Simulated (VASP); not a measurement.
# SrV (Fm-3m) in VASP: single point with PBE

Aim: the single point of SrV with PBE.

Program: VASP 6.6.1. These are calculated values, not measurements. Logs are shortened: lines on timing, memory, paths and dates and some standing lists are left out, and cuts for length are marked.

## 1. The cell of the first run

Symmetry: Fm-3m, No. 225, cubic system. The conventional cell has a = 6.697 Å, b = 6.697 Å, c = 6.697 Å, α = 90.00°, β = 90.00°, γ = 90.00°. Sr (site symmetry m-3m) has 6 V at 3.35 Å within 4.4 Å. Within 4.4 Å of V (site symmetry m-3m) lie 6 Sr at 3.35 Å.

The cell was generated, and may not be a known phase.

## 2. Single point, PBE, collinear spin, ferromagnetic start

INCAR reads:

```
SYSTEM = SrV
PREC = Accurate
ENCUT = 520
EDIFF = 1E-6
ISMEAR = 0
SIGMA = 0.1
LREAL = .FALSE.
LASPH = .TRUE.
NELM = 150
ALGO = Normal
ISIF = 2
LWAVE = .FALSE.
LCHARG = .FALSE.
ISPIN = 2
MAGMOM = 0.21 3.78
LORBIT = 11
LMAXMIX = 4
GGA = PE
NBANDS = 22
```

KPOINTS reads:

```
Automatic mesh
0
G
  14 14 14
  0 0 0
```

POSCAR reads:

```
SrV
1.0
    0.0000000000      3.3487307884      3.3487307884
    3.3487307884      0.0000000000      3.3487307884
    3.3487307884      3.3487307884      0.0000000000
Sr V
1 1
Direct
    0.0000000000      0.0000000000      0.0000000000
    0.5000000000      0.5000000000      0.5000000000
```

Potentials or basis: VASP PAW PBE potentials, release 64 (Sr_sv, V_sv).

The run is started by

```sh
$ cat potpaw_PBE.64/Sr_sv/POTCAR potpaw_PBE.64/V_sv/POTCAR > POTCAR
$ mpirun -np 1 vasp_std > vasp.out
```

OUTCAR:

```text
SYSTEM = SrV
   PREC = Accurate
   ENCUT = 520
   EDIFF = 1E-6
   ISMEAR = 0
   LREAL = .FALSE.
   LASPH = .TRUE.
   NELM = 150
   ISIF = 2
   ISPIN = 2
   LORBIT = 11
   GGA = PE

 ion  position               nearest neighbor table
   1  0.000  0.000  0.000-   2 3.35   2 3.35   2 3.35   2 3.35   2 3.35   2 3.35
   2  0.500  0.500  0.500-   1 3.35   1 3.35   1 3.35   1 3.35   1 3.35   1 3.35

  LATTYP: Found a face centered cubic cell.
 ALAT       =     6.6974615768

  Lattice vectors:

 A1 = (   0.0000000000,   3.3487307884,   3.3487307884)
 A2 = (   3.3487307884,   0.0000000000,   3.3487307884)
 A3 = (   3.3487307884,   3.3487307884,   0.0000000000)

Analysis of symmetry for initial positions (statically):
=====================================================================
 Subroutine PRICEL returns:
 Original cell was already a primitive cell.

 Routine SETGRP: Setting up the symmetry group for a
 face centered cubic supercell.

 Subroutine GETGRP returns: Found 48 space group operations
 (whereof 48 operations were pure point group operations)
 out of a pool of 48 trial point group operations.

The static configuration has the point symmetry O_h .

Analysis of symmetry for dynamics (positions and initial velocities):
=====================================================================
 Subroutine PRICEL returns:
 Original cell was already a primitive cell.

 Routine SETGRP: Setting up the symmetry group for a
 face centered cubic supercell.

 Subroutine GETGRP returns: Found 48 space group operations
 (whereof 48 operations were pure point group operations)
 out of a pool of 48 trial point group operations.

The dynamic configuration has the point symmetry O_h .

Analysis of structural, dynamic, and magnetic symmetry:
=====================================================================
 Subroutine PRICEL returns:
 Original cell was already a primitive cell.

 Routine SETGRP: Setting up the symmetry group for a
 face centered cubic supercell.

 Subroutine GETGRP returns: Found 48 space group operations
 (whereof 48 operations were pure point group operations)
 out of a pool of 48 trial point group operations.

The overall configuration has the point symmetry O_h .

 Subroutine INISYM returns: Found 48 space group operations
 (whereof 48 operations are pure point group operations),
 and found     1 'primitive' translations

----------------------------------------------------------------------------------------

                                     Primitive cell

  volume of cell :      75.1053

  direct lattice vectors                    reciprocal lattice vectors
     0.000000000  3.348730788  3.348730788    -0.149310300  0.149310300  0.149310300
     3.348730788  0.000000000  3.348730788     0.149310300 -0.149310300  0.149310300
     3.348730788  3.348730788  0.000000000     0.149310300  0.149310300 -0.149310300

  length of vectors
     4.735820498  4.735820498  4.735820498     0.258613026  0.258613026  0.258613026

  position of ions in fractional coordinates (direct lattice)
     0.000000000  0.000000000  0.000000000
     0.500000000  0.500000000  0.500000000

  ion indices of the primitive-cell ions
   primitive index   ion index
                 1           1
                 2           2

----------------------------------------------------------------------------------------

 KPOINTS: Automatic mesh

Automatic generation of k-mesh.
 Grid dimensions read from file:
 generate k-points for:   14   14   14

 Generating k-lattice:

  Cartesian coordinates                     Fractional coordinates (reciprocal lattice)
    -0.010665021  0.010665021  0.010665021     0.071428571  0.000000000  0.000000000
     0.010665021 -0.010665021  0.010665021     0.000000000  0.071428571  0.000000000
     0.010665021  0.010665021 -0.010665021     0.000000000  0.000000000  0.071428571

  Length of vectors
     0.018472359  0.018472359  0.018472359

  Shift w.r.t. Gamma in fractional coordinates (k-lattice)
     0.000000000  0.000000000  0.000000000

 Subroutine IBZKPT returns following result:
 ===========================================

 Found    104 irreducible k-points:

 Following reciprocal coordinates:
            Coordinates               Weight
  0.000000  0.000000  0.000000      1.000000
  0.071429  0.000000  0.000000      8.000000
  0.142857  0.000000  0.000000      8.000000
  0.214286  0.000000  0.000000      8.000000
  0.285714  0.000000  0.000000      8.000000
  0.357143  0.000000  0.000000      8.000000
[... 16 lines left out ...]
  0.214286  0.142857  0.000000     24.000000
  0.285714  0.142857  0.000000     24.000000
 [... further k-points ...]
   k-points           NKPTS =    104   k-points in BZ     NKDIM =    104   number of bands    NBANDS=     22
   number of dos      NEDOS =    301   number of ions     NIONS =      2
   total plane-waves  NPLWV =  46656
   dimension x,y,z NGX =    36 NGY =   36 NGZ =   36
   dimension x,y,z NGXF=    72 NGYF=   72 NGZF=   72
   ions per type =               1   1
   NGX,Y,Z   is equivalent  to a cutoff of  12.64, 12.64, 12.64 a.u.
   NGXF,Y,Z  is equivalent  to a cutoff of  25.27, 25.27, 25.27 a.u.
 SYSTEM =  SrV
   PREC   = accura    normal or accurate (medium, high low for compatibility)
   ISTART =      0    job   : 0-new  1-cont  2-samecut
   ICHARG =      2    charge: 1-file 2-atom 10-const
   ISPIN  =      2    spin polarized calculation?
   LNONCOLLINEAR =      F non collinear calculations
   LSORBIT =      F    spin-orbit coupling
   LASPH  =      T    aspherical Exc in radial PAW
   ENCUT  =  520.0 eV  38.22 Ry    6.18 a.u.   8.81  8.81  8.81*2*pi/ulx,y,z
   NELM   =    150;   NELMIN=  2; NELMDL= -5     # of ELM steps
   EDIFF  = 0.1E-05   stopping-criterion for ELM
   LREAL  =      F    real-space projection
   EDIFFG = 0.1E-04   stopping-criterion for IOM
   NSW    =      0    number of steps for IOM
   IBRION =     -1    ionic relax: 0-MD 1-quasi-New 2-CG
   NFREE  =      0    steps in history (QN), initial steepest desc. (CG)
   ISIF   =      2    stress and relaxation
   ISYM   =      2    0-nonsym 1-usesym 2-fastsym
   POTIM  = 0.5000    time-step for ionic-motion
   TEBEG  =    0.0;   TEEND  =   0.0 temperature during run
   PSTRESS=    0.0 pullay stress
   NELECT =      23.0000    total number of electrons
   NUPDOWN=      -1.0000    fix difference up-down
   EMIN   =  10.00;   EMAX   =-10.00  energy-range for DOS
   EFERMI =   0.00;   METHOD = LEGACY
   ISMEAR =     0;   SIGMA  =   0.10  broadening in eV -4-tet -1-fermi 0-gaus
   EFERMI_NEDOS =   21; number of points for ismear=-14 and -15
   IALGO  =     38    algorithm
   IMIX   =      4    mixing-type and parameters
     AMIX     =   0.40;   BMIX     =  1.00
     AMIX_MAG =   1.60;   BMIX_MAG =  1.00
  volume/ion in A,a.u.               =      37.55       253.42
  Fermi-wavevector in a.u.,A,eV,Ry     =   1.103470  2.085256 16.567081  1.217646
  Thomas-Fermi vector in A             =   2.239929
   LORBIT       =     11    0 simple, 1 ext, 2 COOP (PROOUT), +10 PAW based schemes
   GGA     = PE    functional components
   LHFCALC =     F    Hartree Fock is set to
   AEXX    =    0.0000 exact exchange contribution
   IVDW    =     0    specifies the selected vdW correction
   LEPSILON=     F    determine dielectric tensor
   LRPA    =     F    only Hartree local field effects (RPA)
 spin polarized calculation
 Gauss-broadening in eV      SIGMA  =   0.10
  energy-cutoff  :      520.00
  volume of cell :       75.11
 maximum number of plane-waves:      2085
   NGX = 17   NGY = 17   NGZ = 17

 number of electron      23.0000001 magnetization       4.4976569

 Free energy of the ion-electron system (eV)
  ---------------------------------------------------
  ext. energy  EPLUGINS =         0.00000000
  ---------------------------------------------------
  free energy    TOTEN  =        -7.73007658 eV

  energy without entropy =       -7.70438555  energy(sigma->0) =       -7.71723106

 E-fermi :   2.3264     XC(G=0):  -8.2606

 val. band max:        2.3251324340   @ k =  -0.4286   0.3571   0.1429
 cond. band min:       2.3310886057   @ k =   0.5000   0.3571   0.0714
 fundamental gap:      0.0059561717
 Fermi energy:         2.3263576101

 spin component 1

 k-point     1 :       0.0000    0.0000    0.0000
  band No.  band energies     occupation
      1     -62.1856      1.00000
      2     -36.1044      1.00000
      3     -36.1044      1.00000
      4     -36.1044      1.00000
      5     -33.3648      1.00000
      6     -15.3722      1.00000
[... 14 lines left out ...]
     21       7.5679      0.00000
     22       7.5679      0.00000

 k-point     2 :       0.0714    0.0000    0.0000
  band No.  band energies     occupation
      1     -62.1856      1.00000
      2     -36.1044      1.00000
      3     -36.1044      1.00000
      4     -36.1044      1.00000
      5     -33.3645      1.00000
      6     -15.3765      1.00000
[... 542 lines left out ...]
 k-point    24 :       0.2857    0.1429    0.0000
  band No.  band energies     occupation
      1     -62.1856      1.00000
      2     -36.1053      1.00000
      3     -36.1045      1.00000
      4     -36.1045      1.00000
      5     -33.3620      1.00000
      6     -15.4158      1.00000
[... 14 lines left out ...]
     21       8.8462      0.00000
     22       9.8453      0.00000

 [... further k-points ...]

 spin component 2

 k-point     1 :       0.0000    0.0000    0.0000
  band No.  band energies     occupation
      1     -59.1980      1.00000
      2     -33.2697      1.00000
      3     -33.1371      1.00000
      4     -33.1371      1.00000
      5     -33.1371      1.00000
      6     -15.2600      1.00000
[... 14 lines left out ...]
     21       9.1013      0.00000
     22       9.1013      0.00000

 k-point     2 :       0.0714    0.0000    0.0000
  band No.  band energies     occupation
      1     -59.1979      1.00000
      2     -33.2709      1.00000
      3     -33.1370      1.00000
      4     -33.1370      1.00000
      5     -33.1358      1.00000
      6     -15.2640      1.00000
[... 542 lines left out ...]
 k-point    24 :       0.2857    0.1429    0.0000
  band No.  band energies     occupation
      1     -59.1979      1.00000
      2     -33.2786      1.00000
      3     -33.1372      1.00000
      4     -33.1372      1.00000
      5     -33.1266      1.00000
      6     -15.2995      1.00000
[... 14 lines left out ...]
     21       9.9013      0.00000
     22      10.4522      0.00000

 [... further k-points ...]
[... 5 lines left out ...]
  --------------------------------------------------------------------------------------
  -------------------------------------------------------------------------------------
  Total        0.0241031      0.0241031      0.0241031      0.0000000     -0.0000000      0.0000000
  in kB        0.5141776      0.5141776      0.5141776      0.0000000     -0.0000000      0.0000000
  external PRESSURE =       0.5141776 kB  Pullay stress =       0.0000000 kB

 VOLUME and BASIS-vectors are now :
 -----------------------------------------------------------------------------
  energy-cutoff  :      520.00
  volume of cell :       75.11
      direct lattice vectors                 reciprocal lattice vectors
     0.000000000  3.348730788  3.348730788    -0.149310300  0.149310300  0.149310300
     3.348730788  0.000000000  3.348730788     0.149310300 -0.149310300  0.149310300
     3.348730788  3.348730788  0.000000000     0.149310300  0.149310300 -0.149310300

 POSITION                                       TOTAL-FORCE (eV/Angst)
 -----------------------------------------------------------------------------------
      0.00000      0.00000      0.00000        -0.000000      0.000000     -0.000000
      3.34873      3.34873      3.34873         0.000000     -0.000000      0.000000
 -----------------------------------------------------------------------------------
    total drift:                                0.000000      0.000000      0.000000

  FREE ENERGIE OF THE ION-ELECTRON SYSTEM (eV)
  ---------------------------------------------------
  free  energy   TOTEN  =        -7.7300765756 eV

  energy  without entropy=       -7.7043855509  energy(sigma->0) =       -7.71723106

 total charge

# of ion       s       p       d       tot
------------------------------------------
    1        2.046   5.736   0.203   7.985
    2        2.288   6.000   3.122  11.410
--------------------------------------------------
tot          4.334  11.736   3.325  19.395

 magnetization (x)

# of ion       s       p       d       tot
------------------------------------------
    1        0.003   0.031   0.114   0.148
    2        0.072   0.024   3.048   3.144
--------------------------------------------------
tot          0.076   0.055   3.161   3.292
```

It took 4.6 min on 1 thread of Intel Xeon Platinum 8259CL at 2.50GHz (Skylake/Cascade Lake), shared host; peak memory 0.43 GiB.

Results:

| Property | Result |
| --- | --- |
| Free energy | -7.7301 eV |
| Pressure | 0.1 GPa |
| Net moment | 4.50 μB per cell |
| Site moments | Sr +0.15; V +3.14 μB |
| Valence electrons inside the program's atomic spheres | Sr 7.99; V 11.41 |

Levels at points of the mesh, in eV from the Fermi level:
Spin up:
| k point | band 10 | band 11 | band 12 | band 13 | band 14 | band 15 | band 16 | band 17 | band 18 | band 19 |
| --- | --- | --- | --- | --- | --- | --- | --- | --- | --- | --- |
| (0.00, 0.00, 0.00) | -0.89 | -0.89 | -0.71 | -0.71 | -0.71 | 3.61 | 3.61 | 3.61 | 4.75 | 4.75 |
| (0.50, 0.00, 0.00) | -1.63 | -0.44 | -0.44 | -0.06 | -0.06 | 0.10 | 1.42 | 1.42 | 4.42 | 4.42 |
| (0.50, 0.50, 0.00) | -1.37 | -0.65 | -0.62 | -0.29 | 0.08 | 0.08 | 2.62 | 2.62 | 2.76 | 4.99 |
Spin down:
```tsv
k point	band 5	band 6	band 7	band 8	band 9	band 10	band 11	band 12	band 13	band 14
(0.00, 0.00, 0.00)	-35.46	-17.59	-17.59	-17.59	-3.41	1.11	1.11	1.11	1.37	1.37
(0.50, 0.00, 0.00)	-35.44	-17.66	-17.60	-17.60	-0.89	-0.65	2.11	2.11	2.21	2.21
(0.50, 0.50, 0.00)	-35.46	-17.65	-17.61	-17.61	-0.74	-0.02	0.53	1.67	1.86	2.67
```
